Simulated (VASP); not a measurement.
# Sn (I4_1/amd) in VASP: notebook

The runs below take Sn through single point, relaxation of cell and atoms, with PBE.

Program: VASP 6.6.1. These are calculated values, not measurements. Logs are shortened: lines on timing, memory, paths and dates and some standing lists are left out, and cuts for length are marked.

## 1. The cell of the first run

It takes space group I4_1/amd (No. 141, tetragonal). The conventional cell has a = 5.651 Å, b = 5.651 Å, c = 3.043 Å, α = 90.00°, β = 90.00°, γ = 90.00°. Within 3.9 Å of Sn (site symmetry -4m2) lie 10 Sn at 2.93 to 3.63 Å.

## 2. Single point, PBE

INCAR reads:

```
SYSTEM = Sn
PREC = Accurate
ENCUT = 520
EDIFF = 1E-7
ISMEAR = 0
SIGMA = 0.3
LREAL = .FALSE.
LASPH = .TRUE.
NELM = 100
ALGO = Fast
ISIF = 2
LWAVE = .FALSE.
LCHARG = .TRUE.
GGA = PE
LELF = .TRUE.
LVHAR = .TRUE.
NBANDS = 21
```

KPOINTS reads:

```
Automatic mesh
0
G
  16 16 16
  0 0 0
```

POSCAR reads:

```
Sn
1.0
   -2.8255567647      2.8255567647      1.5215805696
    2.8255567647     -2.8255567647      1.5215805696
    2.8255567647      2.8255567647     -1.5215805696
Sn
2
Direct
    0.0000000000      0.0000000000      0.0000000000
    0.7500000000      0.2500000000      0.5000000000
```

Potentials or basis: VASP PAW PBE potentials, release 64 (Sn_d).

Started as:

```console
$ cat potpaw_PBE.64/Sn_d/POTCAR > POTCAR
$ mpirun -np 1 vasp_std > vasp.out
```

OUTCAR:

```text
SYSTEM = Sn
   PREC = Accurate
   ENCUT = 520
   EDIFF = 1E-7
   ISMEAR = 0
   LREAL = .FALSE.
   LASPH = .TRUE.
   NELM = 100
   ISIF = 2
   GGA = PE

 ion  position               nearest neighbor table
   1  0.000  0.000  0.000-   2 2.93   2 2.93   2 2.93   2 2.93   2 3.63   2 3.63   2 3.63   2 3.63

   2  0.750  0.250  0.500-   1 2.93   1 2.93   1 2.93   1 2.93   1 3.63   1 3.63   1 3.63   1 3.63

  LATTYP: Found a body centered tetragonal cell.
 ALAT       =     5.6511135294
 C/A-ratio  =     0.5385064595

  Lattice vectors:

 A1 = (  -2.8255567647,   2.8255567647,   1.5215805696)
 A2 = (   2.8255567647,  -2.8255567647,   1.5215805696)
 A3 = (   2.8255567647,   2.8255567647,  -1.5215805696)

Analysis of symmetry for initial positions (statically):
=====================================================================
 Subroutine PRICEL returns:
 Original cell was already a primitive cell.

 Routine SETGRP: Setting up the symmetry group for a
 body centered tetragonal supercell.

 Subroutine GETGRP returns: Found 16 space group operations
 (whereof  8 operations were pure point group operations)
 out of a pool of 16 trial point group operations.

The static configuration has the point symmetry D_2d.
 The point group associated with its full space group is D_4h.

Analysis of symmetry for dynamics (positions and initial velocities):
=====================================================================
 Subroutine PRICEL returns:
 Original cell was already a primitive cell.

 Routine SETGRP: Setting up the symmetry group for a
 body centered tetragonal supercell.

 Subroutine GETGRP returns: Found 16 space group operations
 (whereof  8 operations were pure point group operations)
 out of a pool of 16 trial point group operations.

The dynamic configuration has the point symmetry D_2d.
 The point group associated with its full space group is D_4h.

 Subroutine INISYM returns: Found 16 space group operations
 (whereof  8 operations are pure point group operations),
 and found     1 'primitive' translations

----------------------------------------------------------------------------------------

                                     Primitive cell

  volume of cell :      48.5918

  direct lattice vectors                    reciprocal lattice vectors
    -2.825556765  2.825556765  1.521580570     0.000000000  0.176956275  0.328605668
     2.825556765 -2.825556765  1.521580570     0.176956275  0.000000000  0.328605668
     2.825556765  2.825556765 -1.521580570     0.176956275  0.176956275  0.000000000

[... 82 lines left out ...]
   NELM   =    100;   NELMIN=  2; NELMDL= -5     # of ELM steps
   EDIFF  = 0.1E-06   stopping-criterion for ELM
   LREAL  =      F    real-space projection
   EDIFFG = 0.1E-05   stopping-criterion for IOM
   NSW    =      0    number of steps for IOM
   IBRION =     -1    ionic relax: 0-MD 1-quasi-New 2-CG
   NFREE  =      0    steps in history (QN), initial steepest desc. (CG)
   ISIF   =      2    stress and relaxation
   ISYM   =      2    0-nonsym 1-usesym 2-fastsym
   POTIM  = 0.5000    time-step for ionic-motion
   TEBEG  =    0.0;   TEEND  =   0.0 temperature during run
   PSTRESS=    0.0 pullay stress
   NELECT =      28.0000    total number of electrons
   NUPDOWN=      -1.0000    fix difference up-down
   EMIN   =  10.00;   EMAX   =-10.00  energy-range for DOS
   EFERMI =   0.00;   METHOD = LEGACY
   ISMEAR =     0;   SIGMA  =   0.30  broadening in eV -4-tet -1-fermi 0-gaus
   EFERMI_NEDOS =   21; number of points for ismear=-14 and -15
   IALGO  =     68    algorithm
   IMIX   =      4    mixing-type and parameters
     AMIX     =   0.40;   BMIX     =  1.00
     AMIX_MAG =   1.60;   BMIX_MAG =  1.00
  volume/ion in A,a.u.               =      24.30       163.96
  Fermi-wavevector in a.u.,A,eV,Ry     =   1.362301  2.574376 25.250574  1.855865
  Thomas-Fermi vector in A             =   2.488803
   LORBIT       =      0    0 simple, 1 ext, 2 COOP (PROOUT), +10 PAW based schemes
   GGA     = PE    functional components
   LHFCALC =     F    Hartree Fock is set to
   AEXX    =    0.0000 exact exchange contribution
   IVDW    =     0    specifies the selected vdW correction
   LEPSILON=     F    determine dielectric tensor
   LRPA    =     F    only Hartree local field effects (RPA)
 non-spin polarized calculation
 RMM-DIIS sequential band-by-band and
 Gauss-broadening in eV      SIGMA  =   0.30
  energy-cutoff  :      520.00
  volume of cell :       48.59
 maximum number of plane-waves:      1334
   NGX = 15   NGY = 15   NGZ = 15

 number of electron      28.0000002 magnetization

 Free energy of the ion-electron system (eV)
  ---------------------------------------------------
  ext. energy  EPLUGINS =         0.00000000
  ---------------------------------------------------
  free energy    TOTEN  =        -7.39271847 eV

  energy without entropy =       -7.35744966  energy(sigma->0) =       -7.37508406

 E-fermi :   9.4370     XC(G=0): -10.8370

 val. band max:        9.4287382449   @ k =   0.4375   0.3750  -0.0000
 cond. band min:       9.4392649794   @ k =   0.5000   0.1250   0.0625
 fundamental gap:      0.0105267345
 Fermi energy:         9.4370108650

 k-point     1 :       0.0000    0.0000    0.0000
  band No.  band energies     occupation
      1     -12.4280      2.00000
      2     -12.3251      2.00000
      3     -12.2673      2.00000
      4     -12.2586      2.00000
      5     -12.0264      2.00000
      6     -12.0264      2.00000
[... 565 lines left out ...]
     20      19.9977      0.00000
     21      20.5034      0.00000

 [... further k-points ...]

------------------------ aborting loop because EDIFF is reached ----------------------------------------

  FORCE on cell =-STRESS in cart. coord.  units (eV):
  Direction    XX          YY          ZZ          XY          YZ          ZX
  --------------------------------------------------------------------------------------
  -------------------------------------------------------------------------------------
  Total        3.2952781      3.2952781      3.2910822      0.0000000      0.0000000      0.0000000
  in kB      108.6524782    108.6524782    108.5141318      0.0000000      0.0000000      0.0000000
  external PRESSURE =     108.6063627 kB  Pullay stress =       0.0000000 kB

 VOLUME and BASIS-vectors are now :
 -----------------------------------------------------------------------------
  energy-cutoff  :      520.00
  volume of cell :       48.59
      direct lattice vectors                 reciprocal lattice vectors
    -2.825556765  2.825556765  1.521580570     0.000000000  0.176956275  0.328605668
     2.825556765 -2.825556765  1.521580570     0.176956275  0.000000000  0.328605668
     2.825556765  2.825556765 -1.521580570     0.176956275  0.176956275  0.000000000

 POSITION                                       TOTAL-FORCE (eV/Angst)
 -----------------------------------------------------------------------------------
      0.00000      0.00000      0.00000         0.000000     -0.000000     -0.000000
      0.00000      2.82556      0.76079        -0.000000      0.000000      0.000000
 -----------------------------------------------------------------------------------
    total drift:                                0.000000     -0.000000      0.000000

  FREE ENERGIE OF THE ION-ELECTRON SYSTEM (eV)
  ---------------------------------------------------
  free  energy   TOTEN  =        -7.3927184666 eV

  energy  without entropy=       -7.3574496567  energy(sigma->0) =       -7.37508406
```

OSZICAR:

```text
N       E                     dE             d eps       ncg     rms          rms(c)
DAV:   1     0.222196283792E+03    0.22220E+03   -0.14354E+04 14978   0.218E+03
DAV:   2     0.150966345811E+02   -0.20710E+03   -0.20267E+03 14783   0.459E+02
DAV:   3    -0.674263068452E+01   -0.21839E+02   -0.21668E+02 16872   0.134E+02
DAV:   4    -0.740024128433E+01   -0.65761E+00   -0.65719E+00 16831   0.256E+01
DAV:   5    -0.742621606446E+01   -0.25975E-01   -0.25974E-01 20343   0.478E+00    0.292E+00
RMM:   6    -0.740139661256E+01    0.24819E-01   -0.29378E-02 18002   0.211E+00    0.169E+00
RMM:   7    -0.739262685721E+01    0.87698E-02   -0.24193E-02 18016   0.184E+00    0.159E-01
RMM:   8    -0.739257631424E+01    0.50543E-04   -0.39591E-03 19808   0.671E-01    0.613E-02
RMM:   9    -0.739270768044E+01   -0.13137E-03   -0.12571E-03 24010   0.273E-01    0.345E-02
RMM:  10    -0.739271446202E+01   -0.67816E-05   -0.83039E-05 19965   0.952E-02    0.168E-02
RMM:  11    -0.739271874020E+01   -0.42782E-05   -0.37505E-05 22346   0.574E-02    0.723E-03
RMM:  12    -0.739271931189E+01   -0.57170E-06   -0.87946E-06 24124   0.228E-02    0.509E-03
RMM:  13    -0.739271860099E+01    0.71090E-06   -0.52616E-07 15249   0.699E-03    0.893E-04
RMM:  14    -0.739271848588E+01    0.11511E-06   -0.14371E-07  9670   0.413E-03    0.394E-04
RMM:  15    -0.739271846662E+01    0.19254E-07   -0.75068E-08  9227   0.321E-03
   1 F= -.73927185E+01 E0= -.73750841E+01  d E =-.352688E-01
```

stdout:

```text
POSCAR found type information on POSCAR Sn
[... 22 lines left out ...]
 num prob  num prob  num prob  num prob  num prob  num prob  num prob  num prob  num prob  num prob  num prob  num prob  num prob  num prob  num prob  num prob  num prob  num prob  num prob  num prob  num prob  num prob  num prob  num prob  num prob  num prob  num prob  num prob  num prob  num prob  num prob  num prob  num prob  num prob  num prob  num prob  num prob  num prob  num prob  num prob  num prob  num prob  num prob  num prob  num prob  num prob  num prob  num prob  num prob  num prob  num prob  num prob  num prob  num prob  num prob  num prob  num prob  num prob  num prob  num prob  num prob  num prob  num prob  num prob  num prob  num prob  num prob  num prob  num prob  num prob RMM:  15    -0.739271846662E+01    0.19254E-07   -0.75068E-08  9227   0.321E-03
```

It took 4.2 min on 1 thread of Intel Xeon 6975P-C, shared host; peak memory 0.39 GiB.

Results:

```yaml
Free_energy: -7.3927 eV
Pressure: 10.9 GPa
Band_gap_on_the_k_mesh: zero (band 14 reaches 11.24 eV, above the bottom of band 15 at 6.35 eV)
```

Levels at points of the mesh, in eV from the Fermi level:
```csv
k point,band 11,band 12,band 13,band 14,band 15,band 16,band 17,band 18
"(0.00, 0.00, 0.00)",-12.03,-3.43,-2.36,-2.36,2.74,6.67,6.67,7.82
"(0.50, 0.00, 0.00)",-7.10,-5.80,-2.22,-2.03,-1.32,2.14,3.10,5.21
"(0.50, 0.50, 0.00)",-9.57,-9.57,0.50,0.50,1.68,1.68,6.68,6.68
"(0.50, 0.50, 0.50)",-7.93,-7.93,-5.50,-5.50,5.64,5.64,10.33,10.33
```

Caveat: spin-orbit coupling is left out, which moves the levels of the heavy elements.

## 3. Relaxation of cell and atoms, PBE, target pressure 10.9 GPa, at which the enthalpy is minimised

INCAR reads:

```
PREC = Accurate
ENCUT = 500
EDIFF = 1E-7
ISMEAR = 0
SIGMA = 0.3
LREAL = False
LASPH = True
NELM = 120
ALGO = Normal
ISIF = 3
LWAVE = False
LCHARG = False
GGA = PE
IBRION = 2
NSW = 100
EDIFFG = -0.002
PSTRESS = 109.0
GGA_COMPAT = False
NELMIN = 4
```

KPOINTS reads:

```
Automatic mesh
0
Gamma
  16 16 16
```

POSCAR is that of step 2.

Potentials or basis: VASP PAW PBE potentials, release 64 (Sn_d).

Started as:

```console
$ cat potpaw_PBE.64/Sn_d/POTCAR > POTCAR
$ mpirun -np 1 vasp_std > vasp.out
```

Run time: 3.3 min. Hardware: 1 thread of Intel Xeon 6975P-C (Granite Rapids), shared host; peak memory 0.37 GiB.

It converged, with:

```yaml
Free_energy: -7.3911 eV
Relaxed_volume: 24.28 Å³/atom
Relaxed_cell: a = 4.275 Å, b = 4.275 Å, c = 4.275 Å, α = 97.27°, β = 97.27°, γ = 138.31°
Space_group_after_relaxing_to_0.05_Å: I4_1/amd (No. 141)
Energy_change_on_relaxing_the_enthalpy_is_what_falls: +0.8 meV/atom
Ionic_steps: 3
Pressure_after_relaxing: 10.9 GPa
Band_gap_on_the_k_mesh: zero (band 14 reaches 11.25 eV, above the bottom of band 15 at 6.35 eV)
```

The path:
| step | energy change (eV) | largest force (eV/Å) | pressure (GPa) | volume (Å³) |
| --- | --- | --- | --- | --- |
| 1 | 0.0000 | 0.0000 | 10.85 | 48.59 |
| 2 | 0.0036 | 0.0000 | 10.96 | 48.54 |
| 3 | 0.0016 | 0.0000 | 10.90 | 48.57 |

Final structure:
```xyz
2
Lattice="-2.8251 2.8251 1.5213 2.8251 -2.8251 1.5213 2.8251 2.8251 -1.5213" Properties=species:S:1:pos:R:3 pbc="T T T"
Sn    0.0000    0.0000    0.0000
Sn    0.0000    2.8251    0.7606
```

Levels at points of the mesh, in eV from the Fermi level:
```
           k point  band 10  band 11  band 12  band 13  band 14  band 15  band 16  band 17  band 18
(0.00, 0.00, 0.00)   -21.20   -12.03    -3.43    -2.36    -2.36     2.74     6.67     6.67     7.83
(0.50, 0.00, 0.00)   -21.27    -7.10    -5.80    -2.22    -2.03    -1.32     2.14     3.10     5.21
(0.50, 0.50, 0.00)   -21.37    -9.57    -9.57     0.50     0.50     1.68     1.68     6.68     6.68
(0.50, 0.50, 0.50)   -21.44    -7.93    -7.93    -5.51    -5.51     5.65     5.65    10.33    10.33
```

Caveat: the cell is relaxed towards a set pressure, so the enthalpy falls and the energy may rise; spin-orbit coupling is left out, which moves the levels of the heavy elements.

## 4. Relaxation of cell and atoms, PBE, target pressure 10.9 GPa, at which the enthalpy is minimised

This run uses another cell than the first one, of 27.17 Å³/atom, 1.118 times its volume.

INCAR reads:

```
PREC = Accurate ; ENCUT = 500
EDIFF = 1E-7 ; ISMEAR = 0
SIGMA = 0.3 ; LREAL = F
LASPH = T ; NELM = 120
ALGO = Normal ; ISIF = 3
LWAVE = F ; LCHARG = F
GGA = PE ; IBRION = 2
NSW = 100 ; EDIFFG = -0.002
PSTRESS = 109.0 ; GGA_COMPAT = F
NELMIN = 4
```

KPOINTS reads:

```
regular mesh
0
Gamma
  16 16 16
```

POSCAR reads:

```
Sn
1.0
   -2.9196440750      2.9196440750      1.5938000000
    2.9196440750     -2.9196440750      1.5938000000
    2.9196440750      2.9196440750     -1.5938000000
Sn
2
Direct
    0.0000000000      0.0000000000      0.0000000000
    0.7500000000      0.2500000000      0.5000000000
```

Started as:

```console
$ cat potpaw_PBE.64/Sn_d/POTCAR > POTCAR
$ mpirun -np 1 vasp_std > vasp.out
```

It took 8.1 min on 1 thread of Intel Xeon 6975P-C (Granite Rapids), shared host; peak memory 0.4 GiB.

The run converged. Its results:

* Free energy: -7.3933 eV
* Relaxed volume: 24.28 Å³/atom
* Relaxed cell: a = 4.275 Å, b = 4.275 Å, c = 4.275 Å, α = 97.28°, β = 97.28°, γ = 138.30°
* Space group after relaxing (to 0.05 Å): I4_1/amd (No. 141)
* Energy change on relaxing (the enthalpy is what falls): +111.1 meV/atom
* Ionic steps: 9
* Pressure after relaxing: 10.9 GPa
* Band gap on the k mesh: zero (band 14 reaches 11.25 eV, above the bottom of band 15 at 6.35 eV)

The path:
```tsv
step	energy change (eV)	largest force (eV/Å)	pressure (GPa)	volume (Å³)
1	0.0000	0.0000	2.36	54.34
2	0.7249	0.0000	23.52	43.73
3	0.2170	0.0000	10.73	48.66
4	0.2244	0.0000	10.95	48.55
5	0.2235	0.0000	10.95	48.55
6	0.2236	0.0000	10.95	48.54
7	0.2236	0.0000	10.95	48.55
8	0.2204	0.0000	10.85	48.59
9	0.2221	0.0000	10.90	48.57
```

Final structure:
```xyz
2
Lattice="-2.8249 2.8249 1.5214 2.8249 -2.8249 1.5214 2.8249 2.8249 -1.5214" Properties=species:S:1:pos:R:3 pbc="T T T"
Sn    0.0000    0.0000    0.0000
Sn    0.0000    2.8250    0.7607
```

Levels at points of the mesh, in eV from the Fermi level:
```
           k point  band 11  band 12  band 13  band 14  band 15  band 16  band 17  band 18
(0.00, 0.00, 0.00)   -12.03    -3.43    -2.36    -2.36     2.74     6.67     6.67     7.82
(0.50, 0.00, 0.00)    -7.10    -5.80    -2.22    -2.03    -1.32     2.14     3.10     5.21
(0.50, 0.50, 0.00)    -9.57    -9.57     0.50     0.50     1.69     1.69     6.68     6.68
(0.50, 0.50, 0.50)    -7.93    -7.93    -5.51    -5.51     5.64     5.64    10.33    10.33
```

Caveat: the cell is relaxed towards a set pressure, so the enthalpy falls and the energy may rise; spin-orbit coupling is left out, which moves the levels of the heavy elements.

## 5. The runs side by side

| task | cell | cutoff (eV) | gap on the mesh (eV) | pressure (GPa) |
| --- | --- | --- | --- | --- |
| single point | a = 4.276 Å, angles 97.3, 97.3, 138.3°, 2 atoms | 520 | none | 10.9 |
| relaxation of cell and atoms | relaxed to 10.9 GPa from a = 4.276 Å, angles 97.3, 97.3, 138.3°, 2 atoms | 500 | none | 10.9 |
| relaxation of cell and atoms | relaxed to 10.9 GPa from a = 4.426 Å, angles 97.5, 97.5, 137.8°, 2 atoms | 500 | none | 10.9 |

Alike in all rows: level PBE; potentials or basis VASP PAW PBE potentials, release 64 (Sn_d); no spin polarisation; k mesh 16 × 16 × 16; smearing gaussian 0.3 eV.

Caveats: spin-orbit coupling is left out, which moves the levels of the heavy elements; the cell is relaxed towards a set pressure, so the enthalpy falls and the energy may rise (some runs).

Total energies depend on the potentials used, so only differences within one code and one set of settings carry meaning.
